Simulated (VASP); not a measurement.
Write the native input for VASP 6.6.1 that does the following.

- Task: single point
- Functional: PBE
- Potentials or basis: VASP PAW PBE potentials, release 64 (Hf_pv, B)
- Cutoff: 520 eV
- k mesh: 11 × 11 × 9
- Occupations: fermi-dirac, width 0.1 eV
- Spin: no spin polarisation
- Dipole correction: no
- Further INCAR settings: ALGO = Normal; EDIFF = 1e-06; NBANDS = 15

The structure of HfB2 lies in POSCAR:

```
HfB2
1.0
    3.1400000000      0.0000000000      0.0000000000
   -1.5700000000      2.7193197679      0.0000000000
    0.0000000000      0.0000000000      3.4800000000
Hf B
1 2
Direct
    0.0000000000      0.0000000000      0.0000000000
    0.3333333333      0.6666666667      0.5000000000
    0.6666666667      0.3333333333      0.5000000000
```

The input as run:

INCAR

```
PREC = Accurate
ENCUT = 520
EDIFF = 1E-6
ISMEAR = -1
SIGMA = 0.1
LREAL = F
LASPH = T
NELM = 100
ALGO = Normal
ISIF = 2
LWAVE = F
LCHARG = F
GGA = PE
NBANDS = 15
```

KPOINTS

```
regular mesh
0
Gamma
  11 11 9
```

Potentials or basis: VASP PAW PBE potentials, release 64 (Hf_pv, B).

The run is started by

```bash
$ cat potpaw_PBE.64/Hf_pv/POTCAR potpaw_PBE.64/B/POTCAR > POTCAR
$ mpirun -np 1 vasp_std > vasp.out
```

It gave:

| Item | Value |
| --- | --- |
| Pressure | 1.0 GPa |
| Band gap on the k mesh | zero (band 8 reaches 8.47 eV, above the bottom of band 9 at 7.17 eV) |

Caveat: spin-orbit coupling is left out, which moves the levels of the heavy elements.

Wall time 13 s on 1 thread of Intel Xeon 6975P-C, on a shared host, peak memory 0.17 GiB.
